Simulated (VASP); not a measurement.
# PbO (P4/nmm) in VASP: a series of runs, part 2 of 2

VASP 6.6.1. The steps go on from the part before.

### Step 5. Single point, PBE (strain +0.025 along x and y, +0.050 along z)

File INCAR:

```
ALGO = Normal ; EDIFF = 1E-7
ENCUT = 520 ; GGA = PE
ISIF = 2 ; ISMEAR = 0
LASPH = T ; LCHARG = F
LREAL = F ; LWAVE = F
NBANDS = 28 ; NELM = 60
PREC = Accurate ; SIGMA = 0.05
```

File KPOINTS:

```
k-points
0
Gamma
  8 8 6
```

File POSCAR:

```
PbO
1.0
    4.0737600000      0.0000000000      0.0000000000
    0.0000000000      4.0737600000      0.0000000000
    0.0000000000      0.0000000000      5.2731000000
Pb O
2 2
Direct
    0.0000000000      0.5000000000      0.2351000000
    0.5000000000      0.0000000000      0.7649000000
    0.0000000000      0.0000000000      0.0000000000
    0.5000000000      0.5000000000      0.0000000000
```

Potentials or basis: VASP PAW PBE potentials, release 64 (Pb_d, O).

Launch:

```
$ cat potpaw_PBE.64/Pb_d/POTCAR potpaw_PBE.64/O/POTCAR > POTCAR
$ mpirun -np 1 vasp_std > vasp.out
```

OUTCAR:

```text
EDIFF = 1E-7
   ENCUT = 520
   GGA = PE
   ISIF = 2
   ISMEAR = 0
   LASPH = T
   LREAL = F
   NELM = 60
   PREC = Accurate

 ion  position               nearest neighbor table
   1  0.000  0.500  0.235-   3 2.38   4 2.38   3 2.38   4 2.38   2 3.80   2 3.80   2 3.80   2 3.80
                             2 4.01   2 4.01   2 4.01   2 4.01
   2  0.500  0.000  0.765-   3 2.38   4 2.38   4 2.38   3 2.38   1 3.80   1 3.80   1 3.80   1 3.80
                             1 4.01   1 4.01   1 4.01   1 4.01
   3  0.000  0.000  0.000-   1 2.38   2 2.38   1 2.38   2 2.38
   4  0.500  0.500  0.000-   1 2.38   2 2.38   2 2.38   1 2.38

  LATTYP: Found a simple tetragonal cell.
 ALAT       =     4.0737600000
 C/A-ratio  =     1.2944061506

  Lattice vectors:

 A1 = (   4.0737600000,   0.0000000000,   0.0000000000)
 A2 = (   0.0000000000,   4.0737600000,   0.0000000000)
 A3 = (   0.0000000000,   0.0000000000,   5.2731000000)

Analysis of symmetry for initial positions (statically):
=====================================================================
 Subroutine PRICEL returns:
 Original cell was already a primitive cell.

 Routine SETGRP: Setting up the symmetry group for a
[... 169 lines left out ...]
  ---------------------------------------------------
  free energy    TOTEN  =       -21.45907194 eV

  energy without entropy =      -21.45907194  energy(sigma->0) =      -21.45907194

 E-fermi :   4.3843     XC(G=0):  -9.3430

 val. band max:        4.0933040469   @ k =   0.0000   0.0000   0.0000
 cond. band min:       5.4164986718   @ k =   0.5000   0.5000   0.0000
 fundamental gap:      1.3231946249
 Fermi energy:         4.3843245330

 k-point     1 :       0.0000    0.0000    0.0000
  band No.  band energies     occupation
      1     -13.5159      2.00000
      2     -13.1858      2.00000
      3     -11.7940      2.00000
      4     -11.7940      2.00000
      5     -11.7540      2.00000
      6     -11.7421      2.00000
[... 733 lines left out ...]
     27      13.3378      0.00000
     28      13.3378      0.00000

 [... further k-points ...]
[... 5 lines left out ...]
  --------------------------------------------------------------------------------------
  -------------------------------------------------------------------------------------
  Total       -1.1863197     -1.1863197     -1.6388371      0.0000000      0.0000000      0.0000000
  in kB      -21.7197801    -21.7197801    -30.0047139      0.0000000      0.0000000      0.0000000
  external PRESSURE =     -24.4814247 kB  Pullay stress =       0.0000000 kB

 VOLUME and BASIS-vectors are now :
 -----------------------------------------------------------------------------
  energy-cutoff  :      520.00
  volume of cell :       87.51
      direct lattice vectors                 reciprocal lattice vectors
     4.073760000  0.000000000  0.000000000     0.245473469  0.000000000  0.000000000
     0.000000000  4.073760000  0.000000000     0.000000000  0.245473469  0.000000000
     0.000000000  0.000000000  5.273100000     0.000000000  0.000000000  0.189641767

 POSITION                                       TOTAL-FORCE (eV/Angst)
 -----------------------------------------------------------------------------------
      0.00000      2.03688      1.23971        -0.000000      0.000000     -0.836393
      2.03688      0.00000      4.03339        -0.000000     -0.000000      0.836393
      0.00000      0.00000      0.00000        -0.000000      0.000000      0.000000
      2.03688      2.03688      0.00000         0.000000     -0.000000      0.000000
 -----------------------------------------------------------------------------------
    total drift:                                0.000000      0.000000     -0.000000

  FREE ENERGIE OF THE ION-ELECTRON SYSTEM (eV)
  ---------------------------------------------------
  free  energy   TOTEN  =       -21.4590719421 eV

  energy  without entropy=      -21.4590719421  energy(sigma->0) =      -21.45907194
```

stdout:

```text
POSCAR found type information on POSCAR PbO
 POSCAR found :  2 types and       4 ions
 scaLAPACK will be used
 LDA part: xc-table for (Slater+PW92), standard interpolation
 POSCAR, INCAR and KPOINTS ok, starting setup
 FFT: planning ... GRIDC
 FFT: planning ... GRID_SOFT
 FFT: planning ... GRID
 WAVECAR not read
 entering main loop
```

Wall time 68 s (1 thread of AMD EPYC 9R45 (Zen 5), shared host); peak memory 0.23 GiB.

Results:

* Free energy: -21.4591 eV
* Pressure: -2.4 GPa
* Largest force: 0.836 eV/Å
* Band gap on the k mesh: 1.32 eV, indirect (least direct gap 1.97 eV)

Forces on the atoms (eV/Å):
```
Pb   0.000  0.000 -0.836
Pb   0.000  0.000  0.836
O    0.000  0.000  0.000
O    0.000  0.000  0.000
```

Stress tensor (GPa, compression positive):
```
-2.17  0.00  0.00
 0.00 -2.17  0.00
 0.00  0.00 -3.00
```

Levels at points of the mesh, in eV from the valence-band top:
```csv
k point,band 17,band 18,band 19,band 20,band 21,band 22,band 23,band 24
"(0.00, 0.00, 0.00)",-1.35,-1.21,-1.21,0.00,2.16,5.25,5.46,5.46
"(0.50, 0.00, 0.00)",-2.47,-2.47,-1.40,-1.40,3.17,3.17,6.17,6.17
"(0.50, 0.50, 0.00)",-1.60,-1.60,-0.65,-0.65,1.32,1.32,5.09,5.09
"(0.00, 0.00, 0.50)",-1.39,-1.24,-1.24,-0.78,2.03,4.03,4.03,4.22
"(0.50, 0.00, 0.50)",-2.44,-2.44,-0.85,-0.85,2.91,2.91,6.09,6.09
"(0.50, 0.50, 0.50)",-2.04,-2.04,-0.65,-0.65,3.42,3.42,4.33,4.33
```

Caveat: the cell differs from its parent crystal (strain +0.025 along x and y, +0.050 along z); spin-orbit coupling is left out, which moves the levels of the heavy elements.

### Step 6. The runs side by side

```tsv
cell	gap on the mesh (eV)	pressure (GPa)	largest force (eV/Å)
a = 4.173, b = 4.173, c = 4.896 Å, 4 atoms	1.49	-1.5	0.20
a = 4.074, b = 4.074, c = 5.148 Å, 4 atoms	1.35	-1.0	0.46
a = 4.173, b = 4.173, c = 5.022 Å, 4 atoms	1.47	-2.9	0.54
a = 4.074, b = 4.074, c = 5.273 Å, 4 atoms	1.32	-2.4	0.84
```

Alike in all rows: task single point; level PBE; potentials or basis VASP PAW PBE potentials, release 64 (Pb_d, O); no spin polarisation; k mesh 8 × 8 × 6; cutoff (eV) 520; smearing gaussian 0.05 eV.

Caveats: spin-orbit coupling is left out, which moves the levels of the heavy elements.

Total energies depend on the potentials used, so only differences within one code and one set of settings carry meaning.
